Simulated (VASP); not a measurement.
# Y2CF2 (P-3m1) in VASP: single point with PBE

Aim: the single point of Y2CF2 with PBE.

All numbers are computed with VASP 6.6.1; they aren't measurements. Logs are shortened: lines on timing, memory, paths and dates and some standing lists are left out, and cuts for length are marked.

## 1. The cell of the first run

It takes space group P-3m1 (No. 164, trigonal). Conventional cell: a = 3.658 Å, b = 3.658 Å, c = 6.480 Å, α = 90.00°, β = 90.00°, γ = 120.00°. Within 3.2 Å of Y (site symmetry 3m) lie 4 F at 2.39 to 2.65 Å and 3 C at 2.51 Å. Within 3.3 Å of C (site symmetry -3m) lie 6 Y at 2.51 Å and 6 F at 3.25 Å. Within 3.3 Å of F (site symmetry 3m) lie 4 Y at 2.39 to 2.65 Å and 3 F at 2.61 Å and 3 C at 3.25 Å.

## 2. Single point, PBE

INCAR

```
SYSTEM = Y2CF2
PREC = Accurate
ENCUT = 600
EDIFF = 1E-6
ISMEAR = 0
SIGMA = 0.02
LREAL = .FALSE.
LASPH = .TRUE.
NELM = 120
ALGO = Normal
ISIF = 2
LWAVE = .FALSE.
LCHARG = .FALSE.
GGA = PE
NBANDS = 28
GGA_COMPAT = .FALSE.
```

KPOINTS

```
regular mesh
0
G
  9 9 4
  0 0 0
```

POSCAR

```
Y2CF2
1.0
    3.6583010543      0.0000000000      0.0000000000
   -1.8291505272      3.1681816478      0.0000000000
    0.0000000000      0.0000000000      6.4801117509
Y C F
2 1 2
Direct
    0.3333333333      0.6666666667      0.2095303946
    0.6666666667      0.3333333333      0.7904696054
    0.0000000000      0.0000000000      0.0000000000
    0.3333333333      0.6666666667      0.6184328026
    0.6666666667      0.3333333333      0.3815671974
```

Potentials or basis: VASP PAW PBE potentials, release 64 (Y_sv, C, F).

The run is started by

```sh
> cat potpaw_PBE.64/Y_sv/POTCAR potpaw_PBE.64/C/POTCAR potpaw_PBE.64/F/POTCAR > POTCAR
> mpirun -np 1 vasp_std > vasp.out
```

OUTCAR:

```text
SYSTEM = Y2CF2
   PREC = Accurate
   ENCUT = 600
   EDIFF = 1E-6
   ISMEAR = 0
   LREAL = .FALSE.
   LASPH = .TRUE.
   NELM = 120
   ISIF = 2
   GGA = PE

 ion  position               nearest neighbor table
   1  0.333  0.667  0.210-   5 2.39   5 2.39   5 2.39   3 2.51   3 2.51   3 2.51   4 2.65   2 3.44
                             2 3.44   2 3.44   2 4.32   2 4.32   2 4.32
   2  0.667  0.333  0.790-   4 2.39   4 2.39   4 2.39   3 2.51   3 2.51   3 2.51   5 2.65   1 3.44
                             1 3.44   1 3.44   1 4.32   1 4.32   1 4.32
   3  0.000  0.000  0.000-   1 2.51   2 2.51   2 2.51   1 2.51   2 2.51   1 2.51
   4  0.333  0.667  0.618-   2 2.39   2 2.39   2 2.39   1 2.65
   5  0.667  0.333  0.382-   1 2.39   1 2.39   1 2.39   2 2.65

  LATTYP: Found a hexagonal cell.
 ALAT       =     3.6583010543
 C/A-ratio  =     1.7713445817

  Lattice vectors:

 A1 = (   3.6583010543,   0.0000000000,   0.0000000000)
 A2 = (  -1.8291505272,   3.1681816478,   0.0000000000)
 A3 = (   0.0000000000,   0.0000000000,   6.4801117509)

Analysis of symmetry for initial positions (statically):
=====================================================================
 Subroutine PRICEL returns:
 Original cell was already a primitive cell.

 Routine SETGRP: Setting up the symmetry group for a
 hexagonal supercell.

 Subroutine GETGRP returns: Found 12 space group operations
 (whereof 12 operations were pure point group operations)
 out of a pool of 24 trial point group operations.

The static configuration has the point symmetry D_3d.

Analysis of symmetry for dynamics (positions and initial velocities):
=====================================================================
 Subroutine PRICEL returns:
 Original cell was already a primitive cell.

 Routine SETGRP: Setting up the symmetry group for a
 hexagonal supercell.

 Subroutine GETGRP returns: Found 12 space group operations
 (whereof 12 operations were pure point group operations)
 out of a pool of 24 trial point group operations.

The dynamic configuration has the point symmetry D_3d.

 Subroutine INISYM returns: Found 12 space group operations
 (whereof 12 operations are pure point group operations),
 and found     1 'primitive' translations

----------------------------------------------------------------------------------------

                                     Primitive cell

  volume of cell :      75.1055

  direct lattice vectors                    reciprocal lattice vectors
     3.658301054  0.000000000  0.000000000     0.273350931  0.157819234  0.000000000
    -1.829150527  3.168181648  0.000000000     0.000000000  0.315638467  0.000000000
     0.000000000  0.000000000  6.480111751     0.000000000  0.000000000  0.154318326

  length of vectors
     3.658301054  3.658301054  6.480111751     0.315638467  0.315638467  0.154318326

  position of ions in fractional coordinates (direct lattice)
     0.333333333  0.666666667  0.209530395
     0.666666667  0.333333333  0.790469605
     0.000000000  0.000000000  0.000000000
     0.333333333  0.666666667  0.618432803
     0.666666667  0.333333333  0.381567197

  ion indices of the primitive-cell ions
   primitive index   ion index
                 1           1
                 2           2
                 3           3
                 4           4
                 5           5

----------------------------------------------------------------------------------------

 KPOINTS: regular mesh

Automatic generation of k-mesh.
 Grid dimensions read from file:
 generate k-points for:    9    9    4

 Generating k-lattice:

  Cartesian coordinates                     Fractional coordinates (reciprocal lattice)
     0.030372326  0.017535470  0.000000000     0.111111111  0.000000000  0.000000000
     0.000000000  0.035070941  0.000000000     0.000000000  0.111111111  0.000000000
     0.000000000  0.000000000  0.038579582     0.000000000  0.000000000  0.250000000

  Length of vectors
     0.035070941  0.035070941  0.038579582

  Shift w.r.t. Gamma in fractional coordinates (k-lattice)
     0.000000000  0.000000000  0.000000000

 Subroutine IBZKPT returns following result:
 ===========================================

 Found     43 irreducible k-points:

 Following reciprocal coordinates:
            Coordinates               Weight
  0.000000  0.000000  0.000000      1.000000
  0.111111  0.000000  0.000000      6.000000
  0.222222 -0.000000  0.000000      6.000000
  0.333333 -0.000000  0.000000      6.000000
  0.444444 -0.000000  0.000000      6.000000
  0.111111  0.111111  0.000000      6.000000
[... 16 lines left out ...]
  0.222222  0.111111  0.250000     12.000000
 -0.111111  0.333333  0.250000     12.000000
 [... further k-points ...]
   k-points           NKPTS =     43   k-points in BZ     NKDIM =     43   number of bands    NBANDS=     28
   number of dos      NEDOS =    301   number of ions     NIONS =      5
   total plane-waves  NPLWV =  48600
   dimension x,y,z NGX =    30 NGY =   30 NGZ =   54
   dimension x,y,z NGXF=    60 NGYF=   60 NGZF=  108
   ions per type =               2   1   2
   NGX,Y,Z   is equivalent  to a cutoff of  13.63, 13.63, 13.85 a.u.
   NGXF,Y,Z  is equivalent  to a cutoff of  27.27, 27.27, 27.71 a.u.
 SYSTEM =  Y2CF2
   PREC   = accura    normal or accurate (medium, high low for compatibility)
   ISTART =      0    job   : 0-new  1-cont  2-samecut
   ICHARG =      2    charge: 1-file 2-atom 10-const
   ISPIN  =      1    spin polarized calculation?
   LNONCOLLINEAR =      F non collinear calculations
   LSORBIT =      F    spin-orbit coupling
   LASPH  =      T    aspherical Exc in radial PAW
   ENCUT  =  600.0 eV  44.10 Ry    6.64 a.u.   7.31  7.31 12.94*2*pi/ulx,y,z
   NELM   =    120;   NELMIN=  2; NELMDL= -5     # of ELM steps
   EDIFF  = 0.1E-05   stopping-criterion for ELM
   LREAL  =      F    real-space projection
   EDIFFG = 0.1E-04   stopping-criterion for IOM
   NSW    =      0    number of steps for IOM
   IBRION =     -1    ionic relax: 0-MD 1-quasi-New 2-CG
   NFREE  =      0    steps in history (QN), initial steepest desc. (CG)
   ISIF   =      2    stress and relaxation
   ISYM   =      2    0-nonsym 1-usesym 2-fastsym
   POTIM  = 0.5000    time-step for ionic-motion
   TEBEG  =    0.0;   TEEND  =   0.0 temperature during run
   PSTRESS=    0.0 pullay stress
   NELECT =      40.0000    total number of electrons
   NUPDOWN=      -1.0000    fix difference up-down
   EMIN   =  10.00;   EMAX   =-10.00  energy-range for DOS
   EFERMI =   0.00;   METHOD = LEGACY
   ISMEAR =     0;   SIGMA  =   0.02  broadening in eV -4-tet -1-fermi 0-gaus
   EFERMI_NEDOS =   21; number of points for ismear=-14 and -15
   IALGO  =     38    algorithm
   IMIX   =      4    mixing-type and parameters
     AMIX     =   0.40;   BMIX     =  1.00
     AMIX_MAG =   1.60;   BMIX_MAG =  1.00
  volume/ion in A,a.u.               =      15.02       101.37
  Fermi-wavevector in a.u.,A,eV,Ry     =   1.327000  2.507666 23.958883  1.760928
  Thomas-Fermi vector in A             =   2.456345
   LORBIT       =      0    0 simple, 1 ext, 2 COOP (PROOUT), +10 PAW based schemes
   GGA     = PE    functional components
   LHFCALC =     F    Hartree Fock is set to
   AEXX    =    0.0000 exact exchange contribution
   IVDW    =     0    specifies the selected vdW correction
   LEPSILON=     F    determine dielectric tensor
   LRPA    =     F    only Hartree local field effects (RPA)
 non-spin polarized calculation
 Gauss-broadening in eV      SIGMA  =   0.02
  energy-cutoff  :      600.00
  volume of cell :       75.11
 maximum number of plane-waves:      2539
 NGX is ok and might be reduce to    30
   NGX = 15   NGY = 15   NGZ = 25

 number of electron      39.9999995 magnetization

 Free energy of the ion-electron system (eV)
  ---------------------------------------------------
  ext. energy  EPLUGINS =         0.00000000
  ---------------------------------------------------
  free energy    TOTEN  =       -37.90843282 eV

  energy without entropy =      -37.90843282  energy(sigma->0) =      -37.90843282

 E-fermi :   3.7326     XC(G=0): -10.4132

 val. band max:        3.6358098562   @ k =   0.0000   0.0000   0.5000
 cond. band min:       4.8136812602   @ k =   0.4444  -0.0000   0.0000
 fundamental gap:      1.1778714040
 Fermi energy:         3.7325936590

 k-point     1 :       0.0000    0.0000    0.0000
  band No.  band energies     occupation
      1     -37.9770      2.00000
      2     -37.9153      2.00000
      3     -21.3886      2.00000
      4     -20.6563      2.00000
      5     -17.8868      2.00000
      6     -17.8171      2.00000
[... 20 lines left out ...]
     27       8.7720      0.00000
     28       9.1321      0.00000

 k-point     2 :       0.1111    0.0000    0.0000
  band No.  band energies     occupation
      1     -37.9703      2.00000
      2     -37.9119      2.00000
      3     -21.3794      2.00000
      4     -20.6982      2.00000
      5     -18.0207      2.00000
      6     -17.8359      2.00000
[... 20 lines left out ...]
     27       8.9237      0.00000
     28       9.1961      0.00000

 k-point     3 :       0.2222   -0.0000    0.0000
  band No.  band energies     occupation
      1     -37.9527      2.00000
      2     -37.9036      2.00000
      3     -21.3547      2.00000
      4     -20.8084      2.00000
      5     -18.1649      2.00000
      6     -17.8799      2.00000
[... 20 lines left out ...]
     27       9.3817      0.00000
     28       9.4113      0.00000

 k-point     4 :       0.3333   -0.0000    0.0000
  band No.  band energies     occupation
      1     -37.9313      2.00000
      2     -37.8957      2.00000
      3     -21.3186      2.00000
      4     -20.9460      2.00000
      5     -18.2250      2.00000
      6     -17.9265      2.00000
[... 20 lines left out ...]
     27       9.6386      0.00000
     28       9.7717      0.00000

 k-point     5 :       0.4444   -0.0000    0.0000
  band No.  band energies     occupation
      1     -37.9152      2.00000
      2     -37.8925      2.00000
      3     -21.2785      2.00000
      4     -21.0549      2.00000
      5     -18.2014      2.00000
      6     -17.9736      2.00000
[... 20 lines left out ...]
     27       9.8882      0.00000
     28      10.3843      0.00000

 k-point     6 :       0.1111    0.1111    0.0000
  band No.  band energies     occupation
      1     -37.9582      2.00000
      2     -37.9060      2.00000
      3     -21.3624      2.00000
      4     -20.7740      2.00000
      5     -18.1325      2.00000
      6     -17.8736      2.00000
[... 463 lines left out ...]
      5     -18.1535      2.00000
      6     -17.9489      2.00000
[... 20 lines left out ...]
     27       9.9534      0.00000
     28       9.9985      0.00000

 k-point    22 :       0.1111    0.1111    0.2500
  band No.  band energies     occupation
      1     -37.9556      2.00000
      2     -37.9087      2.00000
      3     -21.3631      2.00000
      4     -20.7700      2.00000
      5     -18.1666      2.00000
      6     -17.8728      2.00000
[... 20 lines left out ...]
     27       9.0127      0.00000
     28       9.4244      0.00000

 k-point    23 :       0.2222    0.1111    0.2500
  band No.  band energies     occupation
      1     -37.9365      2.00000
      2     -37.9001      2.00000
      3     -21.3383      2.00000
      4     -20.8908      2.00000
      5     -18.2116      2.00000
      6     -17.9437      2.00000
[... 20 lines left out ...]
     27       9.3038      0.00000
     28       9.9550      0.00000

 k-point    24 :      -0.1111    0.3333    0.2500
  band No.  band energies     occupation
      1     -37.9365      2.00000
      2     -37.9001      2.00000
      3     -21.3376      2.00000
      4     -20.8922      2.00000
      5     -18.2010      2.00000
      6     -17.9465      2.00000
[... 20 lines left out ...]
     27       9.3214      0.00000
     28       9.9264      0.00000

 [... further k-points ...]

------------------------ aborting loop because EDIFF is reached ----------------------------------------

  FORCE on cell =-STRESS in cart. coord.  units (eV):
  Direction    XX          YY          ZZ          XY          YZ          ZX
  --------------------------------------------------------------------------------------
  -------------------------------------------------------------------------------------
  Total       -0.1016348     -0.1016348     -0.1322718      0.0000000      0.0000000      0.0000000
  in kB       -2.1681094     -2.1681094     -2.8216669      0.0000000      0.0000000      0.0000000
  external PRESSURE =      -2.3859619 kB  Pullay stress =       0.0000000 kB

 VOLUME and BASIS-vectors are now :
 -----------------------------------------------------------------------------
  energy-cutoff  :      600.00
  volume of cell :       75.11
      direct lattice vectors                 reciprocal lattice vectors
     3.658301054  0.000000000  0.000000000     0.273350931  0.157819234  0.000000000
    -1.829150527  3.168181648  0.000000000     0.000000000  0.315638467  0.000000000
     0.000000000  0.000000000  6.480111751     0.000000000  0.000000000  0.154318326

 POSITION                                       TOTAL-FORCE (eV/Angst)
 -----------------------------------------------------------------------------------
     -0.00000      2.11212      1.35778        -0.000000      0.000000     -0.005962
      1.82915      1.05606      5.12233         0.000000      0.000000      0.005962
      0.00000      0.00000      0.00000        -0.000000      0.000000     -0.000000
     -0.00000      2.11212      4.00751         0.000000      0.000000     -0.004222
      1.82915      1.05606      2.47260         0.000000      0.000000      0.004222
 -----------------------------------------------------------------------------------
    total drift:                               -0.000000      0.000000     -0.000000

  FREE ENERGIE OF THE ION-ELECTRON SYSTEM (eV)
  ---------------------------------------------------
  free  energy   TOTEN  =       -37.9084328163 eV

  energy  without entropy=      -37.9084328163  energy(sigma->0) =      -37.90843282
```

It took 3.1 min on 1 thread of Intel Xeon 8259CL, shared host; peak memory 0.29 GiB.

What came out:

```
Free energy            : -37.9084 eV
Pressure               : -0.2 GPa
Largest force          : 0.006 eV/Å
Band gap on the k mesh : 1.18 eV (least direct gap 1.33 eV)
```

Forces on the atoms (eV/Å):
```
Y    0.000  0.000 -0.006
Y    0.000  0.000  0.006
C    0.000  0.000  0.000
F    0.000  0.000 -0.004
F    0.000  0.000  0.004
```

Levels at points of the mesh, in eV from the valence-band top:
```csv
k point,band 18,band 19,band 20,band 21,band 22,band 23
"(0.00, 0.00, 0.00)",-1.26,-0.01,-0.01,2.99,2.99,3.10
"(0.00, 0.00, 0.50)",-1.47,0.00,0.00,3.09,3.09,3.27
```

Caveat: an odd mesh through Γ misses points on the zone boundary, where band edges can lie.
